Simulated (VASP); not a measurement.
Runs of VASP 6.6.1 on CS2. The structure is that of space group Cmce (No. 64), or close to it. The cells are those of the table. 

```csv
level,potentials or basis,cell,gap on the mesh (eV),pressure (GPa),largest force (eV/Å)
PBE+D4,"VASP PAW PBE potentials, release 64 (S, C)","a = 4.083, b = 4.083, c = 9.289 Å, angles 90.0, 90.0, 82.2°, 6 atoms",2.91,-0.6,0.24
PBE,"VASP PAW PBE potentials, release 64 (S, C)","a = 4.718, b = 4.718, c = 9.851 Å, angles 90.0, 90.0, 78.8°, 6 atoms",(c),0.0,-
PBEsol,"VASP PAW PBE potentials, release 64 (S, C)","a = 4.186, b = 4.186, c = 9.465 Å, angles 90.0, 90.0, 84.8°, 6 atoms",2.93,-0.5,0.21
PBEsol+D4,"VASP PAW PBE potentials, release 64 (S, C)","a = 3.945, b = 3.945, c = 9.095 Å, angles 90.0, 90.0, 83.9°, 6 atoms",2.56,-0.6,0.22
LDA,"VASP PAW LDA potentials, release 64 (S, C)","a = 4.718, b = 4.718, c = 9.851 Å, angles 90.0, 90.0, 78.8°, 6 atoms",3.34,(b),(a)
r2SCAN,"VASP PAW PBE potentials, release 64 (S, C)","a = 4.211, b = 4.211, c = 9.663 Å, angles 90.0, 90.0, 82.2°, 6 atoms",3.47,-0.5,0.21
PBE+D3(BJ),"VASP PAW PBE potentials, release 64 (S, C)","a = 4.113, b = 4.113, c = 9.316 Å, angles 90.0, 90.0, 82.1°, 6 atoms",2.94,-0.6,0.25
```

Alike in all rows: task single point; no spin polarisation; k mesh 6 × 6 × 3; cutoff (eV) 520; smearing fermi-dirac 0.05 eV.

Task: Estimate the missing entries.

Result: (a) 0.50; (b) -1.6; (c) 3.43.

Caveats: the PAW data sets were made with another functional, which shifts forces and pressure a little (some runs); three body term missing (some runs).

A k mesh can miss the band edges.
